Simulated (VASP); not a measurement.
# Si15GeC16 (a cell with a defect) in VASP: electric field gradients with PBE

Aim: the electric field gradients of Si15GeC16 (a cell with a defect) with PBE.

All numbers are computed with VASP 6.6.1; they aren't measurements. Logs are shortened: lines on timing, memory, paths and dates and some standing lists are left out, and cuts for length are marked.

**1. The cell of the first run**

The cell holds a defect, 32 atoms: a = 6.152 Å, b = 6.152 Å, c = 10.096 Å, α = 90.00°, β = 90.00°, γ = 120.00°.

**2. Electric field gradients, PBE**

INCAR

```
PREC = Accurate
ENCUT = 520
EDIFF = 1E-8
ISMEAR = -1
SIGMA = 0.01
LREAL = Auto
LASPH = T
NELM = 60
ALGO = Normal
ISIF = 2
LWAVE = F
LCHARG = F
GGA = PE
LEFG = T
NBANDS = 91
```

KPOINTS

```
regular mesh
0
Gamma
  4 4 2
```

POSCAR

```
Si15GeC16
1.0
    6.1520000000      0.0000000000      0.0000000000
   -3.0760000000      5.3277882840      0.0000000000
    0.0000000000      0.0000000000     10.0960000000
Ge Si C
1 15 16
Direct
    0.1666666666      0.3333333334      0.0000000000
    0.1666666666      0.3333333334      0.5000000000
    0.1666666666      0.8333333334      0.0000000000
    0.1666666666      0.8333333334      0.5000000000
    0.6666666666      0.3333333334      0.0000000000
    0.6666666666      0.3333333334      0.5000000000
    0.6666666666      0.8333333334      0.0000000000
    0.6666666666      0.8333333334      0.5000000000
    0.3333333334      0.1666666666      0.2500000000
    0.3333333334      0.1666666666      0.7500000000
    0.3333333334      0.6666666666      0.2500000000
    0.3333333334      0.6666666666      0.7500000000
    0.8333333334      0.1666666666      0.2500000000
    0.8333333334      0.1666666666      0.7500000000
    0.8333333334      0.6666666666      0.2500000000
    0.8333333334      0.6666666666      0.7500000000
    0.1666666666      0.3333333334      0.1925000000
    0.1666666666      0.3333333334      0.6925000000
    0.1666666666      0.8333333334      0.1925000000
    0.1666666666      0.8333333334      0.6925000000
    0.6666666666      0.3333333334      0.1925000000
    0.6666666666      0.3333333334      0.6925000000
    0.6666666666      0.8333333334      0.1925000000
    0.6666666666      0.8333333334      0.6925000000
    0.3333333334      0.1666666666      0.4425000000
    0.3333333334      0.1666666666      0.9425000000
    0.3333333334      0.6666666666      0.4425000000
    0.3333333334      0.6666666666      0.9425000000
    0.8333333334      0.1666666666      0.4425000000
    0.8333333334      0.1666666666      0.9425000000
    0.8333333334      0.6666666666      0.4425000000
    0.8333333334      0.6666666666      0.9425000000
```

Potentials or basis: VASP PAW PBE potentials, release 64 (Ge_d, Si, C).

Command:

```
> cat potpaw_PBE.64/Ge_d/POTCAR potpaw_PBE.64/Si/POTCAR potpaw_PBE.64/C/POTCAR > POTCAR
> mpirun -np 1 vasp_std > vasp.out
```

OUTCAR:

```text
PREC = Accurate
   ENCUT = 520
   EDIFF = 1E-8
   ISMEAR = -1
   LREAL = Auto
   LASPH = T
   NELM = 60
   ISIF = 2
   GGA = PE

 ion  position               nearest neighbor table
   1  0.167  0.333  0.000-  28 1.87  30 1.87  26 1.87  17 1.94
   2  0.167  0.333  0.500-  27 1.87  29 1.87  25 1.87  18 1.94   4 3.08   8 3.08   4 3.08   8 3.08
                             6 3.08   6 3.08  12 3.09  11 3.09  14 3.09  13 3.09  10 3.09   9 3.09
   3  0.167  0.833  0.000-  26 1.87  32 1.87  28 1.87  19 1.94   5 3.08   5 3.08   7 3.08   7 3.08
                             9 3.09  10 3.09  15 3.09  16 3.09  11 3.09  12 3.09
   4  0.167  0.833  0.500-  25 1.87  31 1.87  27 1.87  20 1.94   2 3.08   6 3.08   2 3.08   6 3.08
                             8 3.08   8 3.08  10 3.09   9 3.09  16 3.09  15 3.09  12 3.09  11 3.09
   5  0.667  0.333  0.000-  32 1.87  26 1.87  30 1.87  21 1.94   3 3.08   7 3.08   7 3.08   3 3.08
                            15 3.09  16 3.09   9 3.09  10 3.09  13 3.09  14 3.09
   6  0.667  0.333  0.500-  31 1.87  25 1.87  29 1.87  22 1.94   4 3.08   8 3.08   8 3.08   4 3.08
                             2 3.08   2 3.08  16 3.09  15 3.09  10 3.09   9 3.09  14 3.09  13 3.09
   7  0.667  0.833  0.000-  30 1.87  28 1.87  32 1.87  23 1.94   5 3.08   5 3.08   3 3.08   3 3.08
                            13 3.09  14 3.09  11 3.09  12 3.09  15 3.09  16 3.09
   8  0.667  0.833  0.500-  29 1.87  27 1.87  31 1.87  24 1.94   2 3.08   6 3.08   6 3.08   2 3.08
                             4 3.08   4 3.08  14 3.09  13 3.09  12 3.09  11 3.09  16 3.09  15 3.09
   9  0.333  0.167  0.250-  19 1.87  21 1.87  17 1.87  25 1.94  11 3.08  15 3.08  11 3.08  15 3.08
                            13 3.08  13 3.08   3 3.09   4 3.09   5 3.09   6 3.09   2 3.09
[... 16 lines left out ...]
  19  0.167  0.833  0.193-   9 1.87  15 1.87  11 1.87   3 1.94
  20  0.167  0.833  0.693-  10 1.87  16 1.87  12 1.87   4 1.94
  21  0.667  0.333  0.193-  15 1.87   9 1.87  13 1.87   5 1.94
  22  0.667  0.333  0.693-  16 1.87  10 1.87  14 1.87   6 1.94
[... 8 lines left out ...]
  31  0.833  0.667  0.443-   6 1.87   4 1.87   8 1.87  15 1.94
  32  0.833  0.667  0.943-   5 1.87   3 1.87   7 1.87  16 1.94

  LATTYP: Found a hexagonal cell.
 ALAT       =     6.1520000000
 C/A-ratio  =     1.6410923277

  Lattice vectors:

 A1 = (   6.1520000000,   0.0000000000,   0.0000000000)
 A2 = (  -3.0760000000,   5.3277882840,   0.0000000000)
 A3 = (   0.0000000000,   0.0000000000,  10.0960000000)

Analysis of symmetry for initial positions (statically):
=====================================================================
 Subroutine PRICEL returns:
 Original cell was already a primitive cell.

[... 899 lines left out ...]
  -------------------------------------------------------------------------------------
  Total       15.8189678     15.8189678      5.1567464     -0.0000000     -0.0000000      0.0000000
  in kB       76.5907104     76.5907104     24.9674236     -0.0000000     -0.0000000      0.0000000
  external PRESSURE =      59.3829481 kB  Pullay stress =       0.0000000 kB

 VOLUME and BASIS-vectors are now :
 -----------------------------------------------------------------------------
  energy-cutoff  :      520.00
  volume of cell :      330.91
      direct lattice vectors                 reciprocal lattice vectors
     6.152000000  0.000000000  0.000000000     0.162548765  0.093847573  0.000000000
    -3.076000000  5.327788284  0.000000000     0.000000000  0.187695146  0.000000000
     0.000000000  0.000000000 10.096000000     0.000000000  0.000000000  0.099049128

 POSITION                                       TOTAL-FORCE (eV/Angst)
 -----------------------------------------------------------------------------------
     -0.00000      1.77593      0.00000         0.000000      0.000000      1.041282
     -0.00000      1.77593      5.04800         0.000000      0.000000      0.749442
     -1.53800      4.43982      0.00000         0.090287      0.052127      0.688468
     -1.53800      4.43982      5.04800        -0.001489     -0.000860      0.771620
      3.07600      1.77593      0.00000         0.000000     -0.104255      0.688468
      3.07600      1.77593      5.04800         0.000000      0.001719      0.771620
[... 24 lines left out ...]
      3.07600      3.55186      4.46748         0.000000      0.000000     -0.773837
      3.07600      3.55186      9.51548         0.000000      0.000000     -0.740173
 -----------------------------------------------------------------------------------
    total drift:                                0.000000      0.000001     -0.261065

  FREE ENERGIE OF THE ION-ELECTRON SYSTEM (eV)
  ---------------------------------------------------
  free  energy   TOTEN  =      -237.9567501279 eV

  energy  without entropy=     -237.9567501279  energy(sigma->0) =     -237.95675013

 Electric field gradients (V/A^2)
---------------------------------------------------------------------
 ion       V_xx      V_yy      V_zz      V_xy      V_xz      V_yz
---------------------------------------------------------------------
   1     -22.485   -22.478    44.963     0.006     0.000    -0.000
   2      -8.902    -8.902    17.804    -0.000     0.000    -0.000
   3      -8.562    -9.743    18.305     1.022     0.411     0.237
   4      -8.633    -8.613    17.246    -0.017     0.001     0.001
   5     -10.333    -7.972    18.305    -0.001     0.000    -0.475
   6      -8.603    -8.643    17.246    -0.000     0.000    -0.001
[... 24 lines left out ...]
  31      -1.480    -1.480     2.960    -0.000     0.000    -0.000
  32      -1.391    -1.391     2.782    -0.000     0.000    -0.000
---------------------------------------------------------------------

 Electric field gradients after diagonalization (V/A^2)
 (convention: |V_zz| > |V_xx| > |V_yy|)
----------------------------------------------------------------------
 ion       V_xx      V_yy      V_zz     asymmetry (V_yy - V_xx)/ V_zz
----------------------------------------------------------------------
   1     -22.489   -22.474    44.963       0.000
   2      -8.902    -8.902    17.804       0.000
   3     -10.333    -7.981    18.314       0.128
   4      -8.643    -8.603    17.246       0.002
   5     -10.333    -7.981    18.314       0.128
   6      -8.643    -8.603    17.246       0.002
[... 24 lines left out ...]
  31      -1.480    -1.480     2.960       0.000
  32      -1.391    -1.391     2.782       0.000
----------------------------------------------------------------------

           NMR quadrupolar parameters

 Cq : quadrupolar parameter    Cq=e*Q*V_zz/h
 eta: asymmetry parameters     (V_yy - V_xx)/ V_zz
 Q  : nuclear electric quadrupole moment in mb (millibarn)
----------------------------------------------------------------------
 ion       Cq(MHz)       eta       Q (mb)
----------------------------------------------------------------------
   1       0.109       0.000       1.000
   2       0.043       0.000       1.000
   3       0.044       0.128       1.000
   4       0.042       0.002       1.000
   5       0.044       0.128       1.000
   6       0.042       0.002       1.000
[... 24 lines left out ...]
  31       0.007       0.000       1.000
  32       0.007       0.000       1.000
----------------------------------------------------------------------
```

Run time: 17 min. Hardware: 1 thread of Intel Xeon 8259CL, shared host; peak memory 0.48 GiB.

Results:

| Property | Result |
| --- | --- |
| Free energy | -237.9568 eV |
| Pressure | 5.9 GPa |
| Largest force | 2.133 eV/Å |
| Band gap on the k mesh | 2.50 eV |
| Largest electric field gradient by atom | Ge +45.0; Si +17.8, +18.3, +17.2, +16.6, +17.7 (each value once); C +6.3, +3.1, +2.9, +3.0, +4.2, +2.8 (each value once) V/Å² |

Forces on the atoms (eV/Å):
```
Ge   0.000  0.000  1.041
Si   0.000  0.000  0.749
Si   0.090  0.052  0.688
Si  -0.001 -0.001  0.772
Si   0.000 -0.104  0.688
Si   0.000  0.002  0.772
Si  -0.090  0.052  0.688
Si   0.001 -0.001  0.772
Si  -0.015  0.008  0.840
Si   0.069 -0.040  0.749
Si   0.000 -0.017  0.840
Si   0.000  0.080  0.749
Si   0.015  0.008  0.840
Si  -0.069 -0.040  0.749
Si   0.000  0.000  0.783
Si   0.000  0.000  0.731
C    0.000  0.000  0.702
C    0.000  0.000 -0.724
C   -0.013 -0.008 -0.779
C   -0.004 -0.002 -0.778
C    0.000  0.015 -0.779
C    0.000  0.005 -0.778
C    0.013 -0.008 -0.779
C    0.004 -0.002 -0.778
C    0.005 -0.003 -0.762
C    1.452 -0.838 -1.319
C    0.000  0.006 -0.762
C    0.000  1.677 -1.319
C   -0.005 -0.003 -0.762
C   -1.452 -0.838 -1.319
C    0.000  0.000 -0.774
C    0.000  0.000 -0.740
```

Electric field gradients, principal values (V/Å²):
| atom | least | middle | greatest (by size) |
| --- | --- | --- | --- |
| 1 Ge | -22.474 | -22.489 | 44.963 |
| 2 Si | -8.902 | -8.902 | 17.804 |
| 3 Si | -7.981 | -10.333 | 18.314 |
| 4 Si | -8.603 | -8.643 | 17.246 |
| 5 Si | -7.981 | -10.333 | 18.314 |
| 6 Si | -8.603 | -8.643 | 17.246 |
| 7 Si | -7.980 | -10.335 | 18.314 |
| 8 Si | -8.604 | -8.643 | 17.246 |
| 9 Si | -7.896 | -9.289 | 17.186 |
| 10 Si | -8.284 | -8.319 | 16.603 |
| 11 Si | -7.896 | -9.290 | 17.186 |
| 12 Si | -8.284 | -8.319 | 16.603 |
| 13 Si | -7.896 | -9.290 | 17.186 |
| 14 Si | -8.284 | -8.319 | 16.603 |
| 15 Si | -8.586 | -8.586 | 17.172 |
| 16 Si | -8.834 | -8.834 | 17.668 |
| 17 C | -3.163 | -3.163 | 6.326 |
| 18 C | -1.534 | -1.535 | 3.069 |
| 19 C | -1.319 | -1.548 | 2.867 |
| 20 C | -1.460 | -1.535 | 2.996 |
| 21 C | -1.319 | -1.548 | 2.867 |
| 22 C | -1.460 | -1.535 | 2.996 |
| 23 C | -1.319 | -1.548 | 2.867 |
| 24 C | -1.460 | -1.535 | 2.996 |
| 25 C | -1.506 | -1.513 | 3.019 |
| 26 C | -0.203 | -3.970 | 4.173 |
| 27 C | -1.507 | -1.512 | 3.019 |
| 28 C | -0.203 | -3.970 | 4.173 |
| 29 C | -1.507 | -1.512 | 3.019 |
| 30 C | -0.203 | -3.970 | 4.173 |
| 31 C | -1.480 | -1.480 | 2.960 |
| 32 C | -1.391 | -1.391 | 2.782 |

Caveat: without QUAD_EFG the Cq values of the log hold for a quadrupole moment of 1 mb, not for the nuclei.
